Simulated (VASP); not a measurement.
# Ge3Te2O (P-4m2) in VASP: notebook

Ge3Te2O is run at these levels: PBE; tasks: relaxation of cell and atoms, single point.

All numbers are computed with VASP 6.6.1; they aren't measurements. Logs are shortened: lines on timing, memory, paths and dates and some standing lists are left out, and cuts for length are marked.

## 1. The cell of the first run

Symmetry: P-4m2, No. 115, tetragonal system. The conventional cell has a = 3.933 Å, b = 3.933 Å, c = 8.678 Å, α = 90.00°, β = 90.00°, γ = 90.00°. Within 4.0 Å of Ge (site symmetry 2mm) lie 5 Te at 2.98 to 3.08 Å and 10 Ge at 3.44 to 3.93 Å and 2 O at 3.87 Å. Within 3.7 Å of Ge (site symmetry -4m2) lie 4 O at 2.78 Å and 4 Te at 3.00 Å. Te (site symmetry 2mm) has 7 Ge at 2.98 to 3.08 Å and 2 O at 3.00 Å and 4 Te at 3.93 Å within 4.0 Å. Within 3.7 Å of O (site symmetry -4m2) lie 4 Ge at 2.78 Å and 4 Te at 3.00 Å.

The cell was generated, and may not be a known phase.

## 2. Relaxation of cell and atoms, PBE

Input file INCAR:

```
PREC     = Accurate       # precision mode
ENCUT    = 600            # plane-wave cutoff, eV
EDIFF    = 1E-7           # SCF threshold, eV
ISMEAR   = 0              # smearing method
SIGMA    = 0.1            # smearing width, eV
LREAL    = False          # projectors in reciprocal space
LASPH    = True           # aspherical terms in the spheres
NELM     = 60             # most SCF steps
ALGO     = Normal         # electronic algorithm
ISIF     = 3              # what is computed and relaxed
LWAVE    = False          # write WAVECAR
LCHARG   = False          # write CHGCAR
GGA      = PE             # functional
IBRION   = 2              # ionic algorithm
NSW      = 90             # ionic steps
EDIFFG   = -0.04          # ionic threshold
```

Input file KPOINTS:

```
regular mesh
0
Gamma
  4 4 2
```

Input file POSCAR:

```
Ge3Te2O
1.0
    3.9334398400      0.0000000000      0.0000000000
    0.0000000000      3.9334398400      0.0000000000
    0.0000000000      0.0000000000      8.6775432500
Ge Te O
3 2 1
Direct
    0.5000000000      0.0000000000      0.3837740100
    0.0000000000      0.5000000000      0.6162259900
    0.0000000000      0.0000000000      0.0000000000
    0.5000000000      0.0000000000      0.7391930200
    0.0000000000      0.5000000000      0.2608069800
    0.5000000000      0.5000000000      0.0000000000
```

Potentials or basis: VASP PAW PBE potentials, release 64 (Ge_d, Te, O).

On the command line:

```
$ cat potpaw_PBE.64/Ge_d/POTCAR potpaw_PBE.64/Te/POTCAR potpaw_PBE.64/O/POTCAR > POTCAR
$ mpirun -np 1 vasp_std > vasp.out
```

OUTCAR:

```text
PREC = Accurate
   ENCUT = 600
   EDIFF = 1E-7
   ISMEAR = 0
   LREAL = False
   LASPH = True
   NELM = 60
   ISIF = 3
   GGA = PE
   IBRION = 2
   NSW = 90
   EDIFFG = -0.04

 ion  position               nearest neighbor table
   1  0.500  0.000  0.384-   5 2.98   5 2.98   5 2.98   5 2.98   4 3.08
   2  0.000  0.500  0.616-   4 2.98   4 2.98   4 2.98   4 2.98   5 3.08
   3  0.000  0.000  0.000-   4 3.00   5 3.00   5 3.00   4 3.00
   4  0.500  0.000  0.739-   2 2.98   2 2.98   2 2.98   2 2.98   3 3.00   3 3.00   1 3.08
   5  0.000  0.500  0.261-   1 2.98   1 2.98   1 2.98   1 2.98   3 3.00   3 3.00   2 3.08
   6  0.500  0.500  0.000-

  LATTYP: Found a simple tetragonal cell.
 ALAT       =     3.9334398400
 C/A-ratio  =     2.2060953270

  Lattice vectors:

 A1 = (   3.9334398400,   0.0000000000,   0.0000000000)
 A2 = (   0.0000000000,   3.9334398400,   0.0000000000)
 A3 = (   0.0000000000,   0.0000000000,   8.6775432500)

Analysis of symmetry for initial positions (statically):
=====================================================================
 Subroutine PRICEL returns:
 Original cell was already a primitive cell.

 Routine SETGRP: Setting up the symmetry group for a
 simple tetragonal supercell.

 Subroutine GETGRP returns: Found  8 space group operations
 (whereof  8 operations were pure point group operations)
 out of a pool of 16 trial point group operations.

The static configuration has the point symmetry D_2d.

Analysis of symmetry for dynamics (positions and initial velocities):
=====================================================================
 Subroutine PRICEL returns:
 Original cell was already a primitive cell.

 Routine SETGRP: Setting up the symmetry group for a
 simple tetragonal supercell.

 Subroutine GETGRP returns: Found  8 space group operations
 (whereof  8 operations were pure point group operations)
 out of a pool of 16 trial point group operations.

The dynamic configuration has the point symmetry D_2d.

 Subroutine INISYM returns: Found  8 space group operations
 (whereof  8 operations are pure point group operations),
 and found     1 'primitive' translations

----------------------------------------------------------------------------------------

                                     Primitive cell

  volume of cell :     134.2585

  direct lattice vectors                    reciprocal lattice vectors
     3.933439840  0.000000000  0.000000000     0.254230404  0.000000000  0.000000000
     0.000000000  3.933439840  0.000000000     0.000000000  0.254230404  0.000000000
     0.000000000  0.000000000  8.677543250     0.000000000  0.000000000  0.115239990

  length of vectors
     3.933439840  3.933439840  8.677543250     0.254230404  0.254230404  0.115239990

  position of ions in fractional coordinates (direct lattice)
     0.500000000  0.000000000  0.383774010
     0.000000000  0.500000000  0.616225990
     0.000000000  0.000000000  0.000000000
     0.500000000  0.000000000  0.739193020
     0.000000000  0.500000000  0.260806980
     0.500000000  0.500000000  0.000000000

  ion indices of the primitive-cell ions
   primitive index   ion index
                 1           1
                 2           2
                 3           3
                 4           4
                 5           5
                 6           6

----------------------------------------------------------------------------------------

 KPOINTS: regular mesh

Automatic generation of k-mesh.
 Grid dimensions read from file:
 generate k-points for:    4    4    2

 Generating k-lattice:

  Cartesian coordinates                     Fractional coordinates (reciprocal lattice)
     0.063557601  0.000000000  0.000000000     0.250000000  0.000000000  0.000000000
     0.000000000  0.063557601  0.000000000     0.000000000  0.250000000  0.000000000
     0.000000000  0.000000000  0.057619995     0.000000000  0.000000000  0.500000000

  Length of vectors
     0.063557601  0.063557601  0.057619995

  Shift w.r.t. Gamma in fractional coordinates (k-lattice)
     0.000000000  0.000000000  0.000000000

 Subroutine IBZKPT returns following result:
 ===========================================

 Found     12 irreducible k-points:

 Following reciprocal coordinates:
            Coordinates               Weight
  0.000000  0.000000  0.000000      1.000000
  0.250000  0.000000  0.000000      4.000000
  0.500000  0.000000  0.000000      2.000000
  0.250000  0.250000  0.000000      4.000000
  0.500000  0.250000  0.000000      4.000000
  0.500000  0.500000  0.000000      1.000000
  0.000000  0.000000  0.500000      1.000000
  0.250000  0.000000  0.500000      4.000000
  0.500000  0.000000  0.500000      2.000000
  0.250000  0.250000  0.500000      4.000000
  0.500000  0.250000  0.500000      4.000000
  0.500000  0.500000  0.500000      1.000000
   k-points           NKPTS =     12   k-points in BZ     NKDIM =     12   number of bands    NBANDS=     36
   number of dos      NEDOS =    301   number of ions     NIONS =      6
   total plane-waves  NPLWV =  71680
   dimension x,y,z NGX =    32 NGY =   32 NGZ =   70
   dimension x,y,z NGXF=    64 NGYF=   64 NGZF=  140
   ions per type =               3   2   1
   NGX,Y,Z   is equivalent  to a cutoff of  13.52, 13.52, 13.41 a.u.
   NGXF,Y,Z  is equivalent  to a cutoff of  27.05, 27.05, 26.82 a.u.
 SYSTEM =  unknown system
   PREC   = accura    normal or accurate (medium, high low for compatibility)
   ISTART =      0    job   : 0-new  1-cont  2-samecut
   ICHARG =      2    charge: 1-file 2-atom 10-const
   ISPIN  =      1    spin polarized calculation?
   LNONCOLLINEAR =      F non collinear calculations
   LSORBIT =      F    spin-orbit coupling
   LASPH  =      T    aspherical Exc in radial PAW
   ENCUT  =  600.0 eV  44.10 Ry    6.64 a.u.   7.86  7.86 17.33*2*pi/ulx,y,z
   NELM   =     60;   NELMIN=  2; NELMDL= -5     # of ELM steps
   EDIFF  = 0.1E-06   stopping-criterion for ELM
   LREAL  =      F    real-space projection
   EDIFFG = -.4E-01   stopping-criterion for IOM
   NSW    =     90    number of steps for IOM
   IBRION =      2    ionic relax: 0-MD 1-quasi-New 2-CG
   NFREE  =      1    steps in history (QN), initial steepest desc. (CG)
   ISIF   =      3    stress and relaxation
   ISYM   =      2    0-nonsym 1-usesym 2-fastsym
   POTIM  = 0.5000    time-step for ionic-motion
   TEBEG  =    0.0;   TEEND  =   0.0 temperature during run
   PSTRESS=    0.0 pullay stress
   NELECT =      60.0000    total number of electrons
   NUPDOWN=      -1.0000    fix difference up-down
   EMIN   =  10.00;   EMAX   =-10.00  energy-range for DOS
   EFERMI =   0.00;   METHOD = LEGACY
   ISMEAR =     0;   SIGMA  =   0.10  broadening in eV -4-tet -1-fermi 0-gaus
   EFERMI_NEDOS =   21; number of points for ismear=-14 and -15
   IALGO  =     38    algorithm
   IMIX   =      4    mixing-type and parameters
     AMIX     =   0.40;   BMIX     =  1.00
     AMIX_MAG =   1.60;   BMIX_MAG =  1.00
  volume/ion in A,a.u.               =      22.38       151.00
  Fermi-wavevector in a.u.,A,eV,Ry     =   1.251636  2.365249 21.314781  1.566592
  Thomas-Fermi vector in A             =   2.385574
   LORBIT       =      0    0 simple, 1 ext, 2 COOP (PROOUT), +10 PAW based schemes
   GGA     = PE    functional components
   LHFCALC =     F    Hartree Fock is set to
   AEXX    =    0.0000 exact exchange contribution
   IVDW    =     0    specifies the selected vdW correction
   LEPSILON=     F    determine dielectric tensor
   LRPA    =     F    only Hartree local field effects (RPA)
 conjugate gradient relaxation of ions
 non-spin polarized calculation
 Gauss-broadening in eV      SIGMA  =   0.10
  energy-cutoff  :      600.00
  volume of cell :      134.26
 maximum number of plane-waves:      4516
 NGX is ok and might be reduce to    32
   NGX = 15   NGY = 15   NGZ = 35

--------------------------------------- Ionic step        1  -------------------------------------------

 number of electron      60.0000014 magnetization

 Free energy of the ion-electron system (eV)
  ---------------------------------------------------
  ext. energy  EPLUGINS =         0.00000000
  ---------------------------------------------------
  free energy    TOTEN  =       -23.53652766 eV

  energy without entropy =      -23.52031824  energy(sigma->0) =      -23.52842295

------------------------ aborting loop because EDIFF is reached ----------------------------------------

  FORCE on cell =-STRESS in cart. coord.  units (eV):
  Direction    XX          YY          ZZ          XY          YZ          ZX
  --------------------------------------------------------------------------------------
  -------------------------------------------------------------------------------------
  Total       -2.3781601     -2.3781601     -0.1162053      0.0000000      0.0000000      0.0000000
  in kB      -28.3798350    -28.3798350     -1.3867384      0.0000000      0.0000000      0.0000000
  external PRESSURE =     -19.3821361 kB  Pullay stress =       0.0000000 kB
[... 101 lines left out ...]
  FREE ENERGIE OF THE ION-ELECTRON SYSTEM (eV)
  ---------------------------------------------------
  free  energy   TOTEN  =       -23.6216822262 eV

  energy  without entropy=      -23.6153833877  energy(sigma->0) =      -23.61853281

[... ionic steps 4 to 7 ...]

--------------------------------------- Ionic step        8  -------------------------------------------

 number of electron      59.9999992 magnetization

------------------------ aborting loop because EDIFF is reached ----------------------------------------

  FORCE on cell =-STRESS in cart. coord.  units (eV):
  Direction    XX          YY          ZZ          XY          YZ          ZX
  --------------------------------------------------------------------------------------
  -------------------------------------------------------------------------------------
  Total       -0.0074236     -0.0074236     -0.0400809      0.0000000      0.0000000      0.0000000
  in kB       -0.0905773     -0.0905773     -0.4890381      0.0000000      0.0000000      0.0000000
  external PRESSURE =      -0.2233976 kB  Pullay stress =       0.0000000 kB
[... 65 lines left out ...]
  energy  without entropy=      -23.6877773043  energy(sigma->0) =      -23.69020939

--------------------------------------- Ionic step       10  -------------------------------------------

 number of electron      59.9999975 magnetization

 Free energy of the ion-electron system (eV)
  ---------------------------------------------------
  ext. energy  EPLUGINS =         0.00000000
  ---------------------------------------------------
  free energy    TOTEN  =       -23.69454800 eV

  energy without entropy =      -23.68978587  energy(sigma->0) =      -23.69216693

 E-fermi :   6.1161     XC(G=0): -10.2703

 val. band max:        6.1061266108   @ k =   0.5000   0.0000   0.0000
 cond. band min:       6.4115505306   @ k =   0.2500   0.2500   0.5000
 fundamental gap:      0.3054239198
 Fermi energy:         6.1161441202

 k-point     1 :       0.0000    0.0000    0.0000
  band No.  band energies     occupation
      1     -18.8860      2.00000
      2     -18.8738      2.00000
      3     -18.8738      2.00000
      4     -18.8711      2.00000
      5     -18.8668      2.00000
      6     -18.6899      2.00000
[... 490 lines left out ...]
  FREE ENERGIE OF THE ION-ELECTRON SYSTEM (eV)
  ---------------------------------------------------
  free  energy   TOTEN  =       -23.6945480018 eV

  energy  without entropy=      -23.6897858670  energy(sigma->0) =      -23.69216693

 reached required accuracy - stopping structural energy minimisation
```

Run time: 5.6 min. Hardware: 1 thread of Oxide Virtual Turin-like, shared host; peak memory 0.27 GiB.

Results:

| Quantity | Value |
| --- | --- |
| Free energy | -23.6945 eV |
| Relaxed volume | 21.85 Å³/atom |
| Relaxed cell | a = 3.805 Å, b = 3.805 Å, c = 9.057 Å, α = 90.00°, β = 90.00°, γ = 90.00° |
| Space group after relaxing (to 0.1 Å) | P-4m2 (No. 115) |
| Energy gained by relaxing | 26.3 meV/atom |
| Ionic steps | 10 |
| Pressure after relaxing | 0.0 GPa |
| Largest force after relaxing | 0.022 eV/Å |
| Band gap on the k mesh | zero (bands 30 and 31 overlap by 1.18 eV) |

Forces on the atoms (eV/Å):
```
Ge   0.000  0.000  0.004
Ge   0.000  0.000 -0.004
Ge   0.000  0.000  0.000
Te   0.000  0.000 -0.022
Te   0.000  0.000  0.022
O    0.000  0.000  0.000
```

Step by step:
```csv
step,energy change (eV),largest force (eV/Å),pressure (GPa),volume (Å³)
1,0.0000,0.5029,-1.94,134.26
2,-0.0786,0.3855,0.21,129.05
3,-0.0852,0.3326,1.15,127.17
4,-0.1254,0.2019,1.00,128.06
5,-0.1481,0.1365,0.91,129.32
6,-0.1526,0.0790,-0.63,132.56
7,-0.1549,0.0890,-0.12,131.36
8,-0.1549,0.0900,-0.02,131.31
9,-0.1561,0.0687,-0.05,131.26
10,-0.1580,0.0223,0.03,131.10
```

Final structure:
```xyz
6
Lattice="3.8046 0.0000 0.0000 0.0000 3.8046 0.0000 0.0000 0.0000 9.0568" Properties=species:S:1:pos:R:3 pbc="T T T"
Ge    1.9023    0.0000    3.5192
Ge    0.0000    1.9023    5.5377
Ge    0.0000    0.0000    0.0000
Te    1.9023    0.0000    6.5752
Te    0.0000    1.9023    2.4816
O     1.9023    1.9023    0.0000
```

Caveat: the k points lie up to 0.41 Å⁻¹ apart in the final cell, too coarse for converged energies and pressures of a metal; spin-orbit coupling is left out, which moves the levels of the heavy elements.

## 3. Single point, PBE

This run uses another cell than the first one, of 21.56 Å³/atom.

Input file INCAR:

```
  PREC = Accurate
  ENCUT = 520
  EDIFF = 1E-6
  ISMEAR = 0
  SIGMA = 0.1
  LREAL = F
  LASPH = T
  NELM = 60
  ALGO = Fast
  ISIF = 2
  LWAVE = F
  LCHARG = T
  GGA = PE
  LELF = T
  LVHAR = T
  NBANDS = 39
```

Input file KPOINTS:

```
regular mesh
0
Gamma
  10 10 4
```

Input file POSCAR:

```
Ge3Te2O
1.0
    3.2966073838      0.0000000000      0.0000000000
    0.0000000000      3.2966073838      0.0000000000
    0.0000000000      0.0000000000     11.9044954390
Ge Te O
3 2 1
Direct
    0.5000000000      0.0000000000      0.4283301351
    0.0000000000      0.5000000000      0.5716698649
    0.0000000000      0.0000000000      0.0000000000
    0.5000000000      0.0000000000      0.7355528173
    0.0000000000      0.5000000000      0.2644471827
    0.5000000000      0.5000000000      0.0000000000
```

Potentials or basis: VASP PAW PBE potentials, release 64 (Ge_d, Te, O).

On the command line:

```
$ cat potpaw_PBE.64/Ge_d/POTCAR potpaw_PBE.64/Te/POTCAR potpaw_PBE.64/O/POTCAR > POTCAR
$ mpirun -np 1 vasp_std > vasp.out
```

It took 3.3 min on 1 thread of Oxide Virtual Turin-like, shared host; peak memory 0.4 GiB.

The run converged. Its results:

```yaml
Free_energy: -24.4941 eV
Pressure: 0.0 GPa
Largest_force: 0.006 eV/Å
Band_gap_on_the_k_mesh: zero (bands 30 and 31 overlap by 2.65 eV)
```

Forces in eV/Å, atoms in the order of the input:
```
Ge   0.000  0.000 -0.003
Ge   0.000  0.000  0.003
Ge   0.000  0.000  0.000
Te   0.000  0.000  0.006
Te   0.000  0.000 -0.006
O    0.000  0.000  0.000
```

Levels at points of the mesh, in eV from the Fermi level:
```csv
k point,band 26,band 27,band 28,band 29,band 30,band 31,band 32,band 33,band 34,band 35
"(0.00, 0.00, 0.00)",-0.46,-0.28,-0.28,0.47,0.47,1.96,2.47,2.71,2.71,4.60
"(0.50, 0.00, 0.00)",-2.17,-1.66,0.06,0.09,0.88,1.33,2.05,2.07,2.12,3.71
"(0.50, 0.50, 0.00)",-4.66,-4.58,-2.17,-2.13,-1.79,-1.58,-1.58,0.47,0.47,0.78
"(0.00, 0.00, 0.50)",-0.72,-0.29,-0.29,0.49,0.49,1.61,2.70,2.70,3.10,4.43
"(0.50, 0.00, 0.50)",-2.18,-2.17,-0.68,0.54,0.71,1.59,2.05,2.12,2.62,3.71
"(0.50, 0.50, 0.50)",-4.54,-4.41,-2.43,-2.36,-1.61,-1.61,-1.50,0.53,0.53,1.69
```

Caveat: spin-orbit coupling is left out, which moves the levels of the heavy elements.

The gap in the log of VASP goes by the Fermi energy; the results here count the filled bands.